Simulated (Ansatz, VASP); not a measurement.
One calculation of C, two programs

Contents of INCAR:

```
PREC = Accurate ; ENCUT = 520
EDIFF = 1E-6 ; ISMEAR = -1
SIGMA = 0.08 ; LREAL = False
LASPH = True ; NELM = 80
ALGO = Normal ; ISIF = 2
LWAVE = False ; LCHARG = False
NBANDS = 11
```

KPOINTS

```
Automatic mesh
0
Gamma
  20 20 20
```

File POSCAR:

```
C
1.0
    0.0000000000      1.7298212174      1.7298212174
    1.7298212174      0.0000000000      1.7298212174
    1.7298212174      1.7298212174      0.0000000000
C
2
Direct
   -0.1250000000     -0.1250000000     -0.1250000000
    0.1250000000      0.1250000000      0.1250000000
```

Input for Ansatz:

```yaml
crystal:
  lattice:
    - [0.0, 1.7298212174, 1.7298212174]
    - [1.7298212174, 0.0, 1.7298212174]
    - [1.7298212174, 1.7298212174, 0.0]
  atoms:
    - { symbol: C, position: [-0.125, -0.125, -0.125] }
    - { symbol: C, position: [0.125, 0.125, 0.125] }
kpoints:
  mp_grid: { grid: [20, 20, 20] }
scf:
  occupations: { method: fermi_dirac, width: 0.08 }
hamiltonian:
  xc: lda
  pseudopotentials: { kind: all_electron, lapw: { basis_error: 0.001 } }
output:
  forces: true
  stress: true
  eigenvalues: true
  populations: true
```

Change from the starting cell: volume scaled by 0.94, LAPW.

Alike in both runs: task single point; functional LDA; k mesh 20 × 20 × 20; occupations fermi-dirac, width 0.08 eV; no spin polarisation.

```csv
,VASP,Ansatz
version,VASP 6.6.1,Ansatz 0.2.0
potentials or method,"VASP PAW LDA potentials, release 64 (C), cutoff 520 eV","all-electron LAPW, scalar-relativistic"
```

```csv
,VASP,Ansatz,Ansatz less VASP
gap on the k mesh at the Fermi level (eV),4.33,4.34,+0.006
pressure (GPa),34.3,32.5,-1.78
```

LDA's correlation is that of Perdew and Zunger in VASP and of Perdew and Wang (1992) in Ansatz. Both programs put the cell under a high pressure, so it lies far from rest at this level. Ansatz ran all-electron here, and VASP with PAW potentials.
